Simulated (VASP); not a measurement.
Write the native input for VASP 6.6.1 that does the following.

```yaml
Task: single point
Functional: LDA
Potentials_or_basis: VASP PAW LDA potentials, release 64 (Ta_sv_GW, N)
Cutoff: 600 eV
k_mesh: 20 × 20 × 20
Occupations: gaussian, width 0.15 eV
Spin: no spin polarisation
Dipole_correction: no
Second_run: valence_matched
Further_INCAR_settings: ALGO = Normal; EDIFF = 1e-06; NBANDS = 16
```

The structure of TaN lies in POSCAR:

```
TaN
1.0
    0.0000000000      2.1790000000      2.1790000000
    2.1790000000      0.0000000000      2.1790000000
    2.1790000000      2.1790000000      0.0000000000
Ta N
1 1
Direct
    0.5000000000      0.5000000000      0.5000000000
    0.0000000000      0.0000000000      0.0000000000
```

The input as run:

INCAR

```
SYSTEM = TaN
PREC = Accurate
ENCUT = 600
EDIFF = 1E-6
ISMEAR = 0
SIGMA = 0.15
LREAL = .FALSE.
LASPH = .TRUE.
NELM = 120
ALGO = Normal
ISIF = 2
LWAVE = .FALSE.
LCHARG = .FALSE.
NBANDS = 16
GGA_COMPAT = .FALSE.
```

KPOINTS

```
Automatic mesh
0
G
  20 20 20
  0 0 0
```

Potentials or basis: VASP PAW LDA potentials, release 64 (Ta_sv_GW, N).

Run with:

```console
$ cat potpaw_LDA.64/Ta_sv_GW/POTCAR potpaw_LDA.64/N/POTCAR > POTCAR
$ mpirun -np 1 vasp_std > vasp.out
```

It gave:

| Quantity | Value |
| --- | --- |
| Pressure | -1.3 GPa |
| Band gap on the k mesh | zero (band 9 reaches 15.88 eV, above the bottom of band 10 at 11.71 eV) |

Caveat: spin-orbit coupling is left out, which moves the levels of the heavy elements.

Run time: 71 s on 1 thread of Intel(R) Xeon(R) 6975P-C (Granite Rapids), on a shared host, peak memory 0.24 GiB.
